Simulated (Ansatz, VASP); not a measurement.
# Two plane-wave programs on MoRu2

INCAR

```
SYSTEM = MoRu2
PREC = Accurate
ENCUT = 520
EDIFF = 1E-7
ISMEAR = 0
SIGMA = 0.1
LREAL = .FALSE.
LASPH = .TRUE.
NELM = 60
ALGO = Fast
ISIF = 2
LWAVE = .FALSE.
LCHARG = .FALSE.
GGA = PE
NBANDS = 51
```

Contents of KPOINTS:

```
Automatic mesh
0
G
  6 6 4
  0 0 0
```

File POSCAR:

```
MoRu2
1.0
    4.5609590600      0.0000000000      0.0000000000
   -2.2804795300      3.9499064100      0.0000000000
    0.0000000000      0.0000000000      4.9659082300
Mo Ru
2 4
Direct
    0.6666666700      0.3333333300      0.0000000000
    0.3333333300      0.6666666700      0.0000000000
    0.0000000000      0.0000000000      0.0000000000
    0.0000000000      0.3333333300      0.5000000000
    0.6666666700      0.6666666700      0.5000000000
    0.3333333300      0.0000000000      0.5000000000
```

Input for Ansatz:

```yaml
crystal:
  lattice:
    - [4.56095906, 0.0, 0.0]
    - [-2.28047953, 3.94990641, 0.0]
    - [0.0, 0.0, 4.96590823]
  atoms:
    - { symbol: Mo, position: [0.66666667, 0.33333333, 0.0] }
    - { symbol: Mo, position: [0.33333333, 0.66666667, 0.0] }
    - { symbol: Ru, position: [0.0, 0.0, 0.0] }
    - { symbol: Ru, position: [0.0, 0.33333333, 0.5] }
    - { symbol: Ru, position: [0.66666667, 0.66666667, 0.5] }
    - { symbol: Ru, position: [0.33333333, 0.0, 0.5] }
basis:
  ecutwfc: 420
kpoints:
  mp_grid: { grid: [6, 6, 4] }
hamiltonian:
  xc: pbe
scf:
  occupations: { method: gaussian, width: 0.1 }
  lower_state_search: "off"
output:
  forces: true
  stress: true
  eigenvalues: true
```

Alike in both runs: task single point; functional PBE; k mesh 6 × 6 × 4; occupations gaussian, width 0.1 eV; no spin polarisation.

|  | VASP | Ansatz |
| --- | --- | --- |
| version | VASP 6.6.1 | Ansatz 0.2.0 |
| potentials or method | VASP PAW PBE potentials, release 64 (Mo_sv, Ru_pv), cutoff 520 eV | scalar-relativistic, plane waves, PAW |
| valence electrons in the cell | 84 | 92 |

```csv
,VASP,Ansatz,Ansatz less VASP
gap on the k mesh at the Fermi level (eV),none,none,-
pressure (GPa),-1.3,-1.4,-0.14
"traceless stress, the component that is largest in VASP (GPa)",-36.31,-36.26,+0.047
rms of the force components (eV/Å),0.071,0.070,-0.0004
```

Atom by atom the forces differ by 0.000 eV/Å (rms over components). A gap of «none» marks a metal or a gap that the smearing closes. VASP's potentials hold 84 valence electrons a cell and Ansatz's 92, so a difference there can come from the potentials and not from the codes.
